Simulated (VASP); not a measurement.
# Ba (P4/mmm) in VASP: single point with LDA

Aim: the single point of Ba with LDA.

Everything below comes from runs of VASP 6.6.1. Logs are shortened: lines on timing, memory, paths and dates and some standing lists are left out, and cuts for length are marked.

## 1. The cell of the first run

It takes space group P4/mmm (No. 123, tetragonal). The conventional cell has a = 4.000 Å, b = 4.000 Å, c = 3.606 Å, α = 90.00°, β = 90.00°, γ = 90.00°. Ba (site symmetry 4/mmm) has 6 Ba at 3.61 to 4.00 Å within 4.7 Å.

## 2. Single point, LDA

Contents of INCAR:

```
SYSTEM = Ba
PREC     = Accurate       ! precision mode
ENCUT    = 520            ! plane-wave cutoff, eV
EDIFF    = 1E-6           ! SCF threshold, eV
ISMEAR   = -1             ! smearing method
SIGMA    = 0.1            ! smearing width, eV
LREAL    = .FALSE.        ! projectors in reciprocal space
LASPH    = .TRUE.         ! aspherical terms in the spheres
NELM     = 60             ! most SCF steps
ALGO     = Normal         ! electronic algorithm
ISIF     = 2              ! what is computed and relaxed
LWAVE    = .FALSE.        ! write WAVECAR
LCHARG   = .FALSE.        ! write CHGCAR
GGA      = CA             ! functional
NBANDS   = 11             ! bands
```

Contents of KPOINTS:

```
regular mesh
0
G
  4 4 4
  0 0 0
```

Contents of POSCAR:

```
Ba
1.0
    3.9996500000      0.0000000000      0.0000000000
    0.0000000000      3.9996500000      0.0000000000
    0.0000000000      0.0000000000      3.6055390000
Ba
1
Direct
    0.5000000000      0.5000000000      0.5000000000
```

Potentials or basis: VASP PAW LDA potentials, release 64 (Ba_sv).

Run with:

```console
> cat potpaw_LDA.64/Ba_sv/POTCAR > POTCAR
> mpirun -np 1 vasp_std > vasp.out
```

OUTCAR:

```text
SYSTEM = Ba
   PREC = Accurate
   ENCUT = 520
   EDIFF = 1E-6
   ISMEAR = -1
   LREAL = .FALSE.
   LASPH = .TRUE.
   NELM = 60
   ISIF = 2
   GGA = CA

 ion  position               nearest neighbor table
   1  0.500  0.500  0.500-

  LATTYP: Found a simple tetragonal cell.
 ALAT       =     3.9996500000
 C/A-ratio  =     0.9014636281

  Lattice vectors:

 A1 = (   3.9996500000,   0.0000000000,   0.0000000000)
 A2 = (   0.0000000000,   3.9996500000,   0.0000000000)
 A3 = (   0.0000000000,   0.0000000000,   3.6055390000)

Analysis of symmetry for initial positions (statically):
=====================================================================
 Subroutine PRICEL returns:
 Original cell was already a primitive cell.

 Routine SETGRP: Setting up the symmetry group for a
 simple tetragonal supercell.

 Subroutine GETGRP returns: Found 16 space group operations
 (whereof 16 operations were pure point group operations)
 out of a pool of 16 trial point group operations.

The static configuration has the point symmetry D_4h.

Analysis of symmetry for dynamics (positions and initial velocities):
=====================================================================
 Subroutine PRICEL returns:
 Original cell was already a primitive cell.

 Routine SETGRP: Setting up the symmetry group for a
 simple tetragonal supercell.

 Subroutine GETGRP returns: Found 16 space group operations
 (whereof 16 operations were pure point group operations)
 out of a pool of 16 trial point group operations.

The dynamic configuration has the point symmetry D_4h.

 Subroutine INISYM returns: Found 16 space group operations
 (whereof 16 operations are pure point group operations),
 and found     1 'primitive' translations

----------------------------------------------------------------------------------------

                                     Primitive cell

  volume of cell :      57.6785

  direct lattice vectors                    reciprocal lattice vectors
     3.999650000  0.000000000  0.000000000     0.250021877  0.000000000  0.000000000
     0.000000000  3.999650000  0.000000000     0.000000000  0.250021877  0.000000000
     0.000000000  0.000000000  3.605539000     0.000000000  0.000000000  0.277351042

  length of vectors
     3.999650000  3.999650000  3.605539000     0.250021877  0.250021877  0.277351042

  position of ions in fractional coordinates (direct lattice)
     0.500000000  0.500000000  0.500000000

  ion indices of the primitive-cell ions
   primitive index   ion index
                 1           1

----------------------------------------------------------------------------------------

 KPOINTS: regular mesh

Automatic generation of k-mesh.
 Grid dimensions read from file:
 generate k-points for:    4    4    4

 Generating k-lattice:

  Cartesian coordinates                     Fractional coordinates (reciprocal lattice)
     0.062505469  0.000000000  0.000000000     0.250000000  0.000000000  0.000000000
     0.000000000  0.062505469  0.000000000     0.000000000  0.250000000  0.000000000
     0.000000000  0.000000000  0.069337761     0.000000000  0.000000000  0.250000000

  Length of vectors
     0.062505469  0.062505469  0.069337761

  Shift w.r.t. Gamma in fractional coordinates (k-lattice)
     0.000000000  0.000000000  0.000000000

 Subroutine IBZKPT returns following result:
 ===========================================

 Found     18 irreducible k-points:

 Following reciprocal coordinates:
            Coordinates               Weight
  0.000000  0.000000  0.000000      1.000000
  0.250000  0.000000  0.000000      4.000000
  0.500000  0.000000  0.000000      2.000000
  0.250000  0.250000  0.000000      4.000000
  0.500000  0.250000  0.000000      4.000000
  0.500000  0.500000  0.000000      1.000000
[... 10 lines left out ...]
  0.500000  0.250000  0.500000      4.000000
  0.500000  0.500000  0.500000      1.000000
   k-points           NKPTS =     18   k-points in BZ     NKDIM =     18   number of bands    NBANDS=     11
   number of dos      NEDOS =    301   number of ions     NIONS =      1
   total plane-waves  NPLWV =  25200
   dimension x,y,z NGX =    30 NGY =   30 NGZ =   28
   dimension x,y,z NGXF=    60 NGYF=   60 NGZF=   56
   ions per type =               1
   NGX,Y,Z   is equivalent  to a cutoff of  12.47, 12.47, 12.91 a.u.
   NGXF,Y,Z  is equivalent  to a cutoff of  24.94, 24.94, 25.82 a.u.
 SYSTEM =  Ba
   PREC   = accura    normal or accurate (medium, high low for compatibility)
   ISTART =      0    job   : 0-new  1-cont  2-samecut
   ICHARG =      2    charge: 1-file 2-atom 10-const
   ISPIN  =      1    spin polarized calculation?
   LNONCOLLINEAR =      F non collinear calculations
   LSORBIT =      F    spin-orbit coupling
   LASPH  =      T    aspherical Exc in radial PAW
   ENCUT  =  520.0 eV  38.22 Ry    6.18 a.u.   7.44  7.44  6.70*2*pi/ulx,y,z
   NELM   =     60;   NELMIN=  2; NELMDL= -5     # of ELM steps
   EDIFF  = 0.1E-05   stopping-criterion for ELM
   LREAL  =      F    real-space projection
   EDIFFG = 0.1E-04   stopping-criterion for IOM
   NSW    =      0    number of steps for IOM
   IBRION =     -1    ionic relax: 0-MD 1-quasi-New 2-CG
   NFREE  =      0    steps in history (QN), initial steepest desc. (CG)
   ISIF   =      2    stress and relaxation
   ISYM   =      2    0-nonsym 1-usesym 2-fastsym
   POTIM  = 0.5000    time-step for ionic-motion
   TEBEG  =    0.0;   TEEND  =   0.0 temperature during run
   PSTRESS=    0.0 pullay stress
   NELECT =      10.0000    total number of electrons
   NUPDOWN=      -1.0000    fix difference up-down
   EMIN   =  10.00;   EMAX   =-10.00  energy-range for DOS
   EFERMI =   0.00;   METHOD = LEGACY
   ISMEAR =    -1;   SIGMA  =   0.10  broadening in eV -4-tet -1-fermi 0-gaus
   EFERMI_NEDOS =   21; number of points for ismear=-14 and -15
   IALGO  =     38    algorithm
   IMIX   =      4    mixing-type and parameters
     AMIX     =   0.40;   BMIX     =  1.00
     AMIX_MAG =   1.60;   BMIX_MAG =  1.00
  volume/ion in A,a.u.               =      57.68       389.23
  Fermi-wavevector in a.u.,A,eV,Ry     =   0.912858  1.725052 11.337878  0.833311
  Thomas-Fermi vector in A             =   2.037303
   LORBIT       =      0    0 simple, 1 ext, 2 COOP (PROOUT), +10 PAW based schemes
   GGA     = CA    functional components
   LHFCALC =     F    Hartree Fock is set to
   AEXX    =    0.0000 exact exchange contribution
   IVDW    =     0    specifies the selected vdW correction
   LEPSILON=     F    determine dielectric tensor
   LRPA    =     F    only Hartree local field effects (RPA)
 non-spin polarized calculation
  energy-cutoff  :      520.00
  volume of cell :       57.68
 maximum number of plane-waves:      1574
 NGX is ok and might be reduce to    30
   NGX = 15   NGY = 15   NGZ = 13

 number of electron      10.0000000 magnetization

 number of electron       9.9999999 magnetization

 Free energy of the ion-electron system (eV)
  ---------------------------------------------------
  ext. energy  EPLUGINS =         0.00000000
  ---------------------------------------------------
  free energy    TOTEN  =        -1.92060900 eV

  energy without entropy =       -1.85054918  energy(sigma->0) =       -1.88557909

 E-fermi :   1.5704     XC(G=0):  -7.8713

 val. band max:        1.5613336931   @ k =   0.0000   0.0000   0.0000
 cond. band min:       1.7509291284   @ k =   0.2500   0.0000   0.0000
 fundamental gap:      0.1895954353
 Fermi energy:         1.5704273397

 k-point     1 :       0.0000    0.0000    0.0000
  band No.  band energies     occupation
      1     -27.3270      2.00000
      2     -12.2028      2.00000
      3     -12.2028      2.00000
      4     -11.8092      2.00000
      5      -0.9326      2.00000
      6       1.5374      1.16347
      7       1.5613      1.04544
      8       6.3456      0.00000
      9       7.2162      0.00000
     10       7.2162      0.00000
     11       9.0973      0.00000

 k-point     2 :       0.2500    0.0000    0.0000
  band No.  band energies     occupation
      1     -27.3006      2.00000
      2     -12.5564      2.00000
      3     -12.1716      2.00000
      4     -11.7824      2.00000
      5      -0.1408      2.00000
      6       1.7509      0.28248
      7       2.2945      0.00143
      8       4.9530      0.00000
      9       6.0630      0.00000
     10       7.3195      0.00000
     11       7.3928      0.00000

 k-point     3 :       0.5000    0.0000    0.0000
  band No.  band energies     occupation
      1     -27.2738      2.00000
      2     -12.8784      2.00000
      3     -12.1399      2.00000
      4     -11.7552      2.00000
      5       0.8184      1.99892
      6       2.0016      0.02646
      7       2.5297      0.00014
      8       4.1365      0.00000
      9       5.3135      0.00000
     10       7.4289      0.00000
     11       8.1908      0.00000

 k-point     4 :       0.2500    0.2500    0.0000
  band No.  band energies     occupation
      1     -27.2745      2.00000
      2     -12.5269      2.00000
      3     -12.5044      2.00000
      4     -11.7562      2.00000
      5       0.5781      1.99990
      6       1.9773      0.03363
      7       2.9751      0.00000
      8       3.7077      0.00000
      9       6.1175      0.00000
     10       6.3526      0.00000
     11       8.5794      0.00000
[... 155 lines left out ...]
 k-point    16 :       0.2500    0.2500    0.5000
  band No.  band energies     occupation
      1     -27.1147      2.00000
      2     -13.1686      2.00000
      3     -12.3306      2.00000
      4     -12.3144      2.00000
      5       1.3948      1.70556
      6       2.2230      0.00293
      7       3.0174      0.00000
      8       4.1566      0.00000
      9       4.7636      0.00000
     10       7.1476      0.00000
     11       8.8505      0.00000

 k-point    17 :       0.5000    0.2500    0.5000
  band No.  band energies     occupation
      1     -27.0897      2.00000
      2     -13.1209      2.00000
      3     -12.6110      2.00000
      4     -12.2868      2.00000
      5       0.8417      1.99863
      6       2.2312      0.00270
      7       2.9226      0.00000
      8       4.3038      0.00000
      9       7.3234      0.00000
     10       7.6361      0.00000
     11       8.2091      0.00000

 k-point    18 :       0.5000    0.5000    0.5000
  band No.  band energies     occupation
      1     -27.0650      2.00000
      2     -13.0754      2.00000
      3     -12.5692      2.00000
      4     -12.5692      2.00000
      5       1.3042      1.86953
      6       1.3042      1.86953
      7       2.0436      0.01747
      8       5.7907      0.00000
      9       8.1692      0.00000
     10       8.5623      0.00000
     11       8.5624      0.00000

------------------------ aborting loop because EDIFF is reached ----------------------------------------

  FORCE on cell =-STRESS in cart. coord.  units (eV):
  Direction    XX          YY          ZZ          XY          YZ          ZX
  --------------------------------------------------------------------------------------
  -------------------------------------------------------------------------------------
  Total       -0.6245106     -0.6245106      0.3733853      0.0000000     -0.0000000      0.0000000
  in kB      -17.3474738    -17.3474738     10.3717868      0.0000000     -0.0000000      0.0000000
  external PRESSURE =      -8.1077203 kB  Pullay stress =       0.0000000 kB

 VOLUME and BASIS-vectors are now :
 -----------------------------------------------------------------------------
  energy-cutoff  :      520.00
  volume of cell :       57.68
      direct lattice vectors                 reciprocal lattice vectors
     3.999650000  0.000000000  0.000000000     0.250021877  0.000000000  0.000000000
     0.000000000  3.999650000  0.000000000     0.000000000  0.250021877  0.000000000
     0.000000000  0.000000000  3.605539000     0.000000000  0.000000000  0.277351042

 POSITION                                       TOTAL-FORCE (eV/Angst)
 -----------------------------------------------------------------------------------
      1.99982      1.99982      1.80277         0.000000      0.000000      0.000000
 -----------------------------------------------------------------------------------
    total drift:                                0.000000      0.000000      0.000000

  FREE ENERGIE OF THE ION-ELECTRON SYSTEM (eV)
  ---------------------------------------------------
  free  energy   TOTEN  =        -1.9206090039 eV

  energy  without entropy=       -1.8505491758  energy(sigma->0) =       -1.88557909
```

It took 12 s on 1 thread of AMD EPYC 7R13, shared host; peak memory 0.12 GiB.

What came out:

```
Free energy            : -1.9206 eV
Pressure               : -0.8 GPa
Band gap on the k mesh : zero (band 5 reaches 1.51 eV, above the bottom of band 6 at 1.30 eV)
```

Stress tensor (GPa, compression positive):
```
-1.73  0.00  0.00
 0.00 -1.73  0.00
 0.00  0.00  1.04
```

Caveat: the k points lie up to 0.44 Å⁻¹ apart; spin-orbit coupling is left out, which moves the levels of the heavy elements.
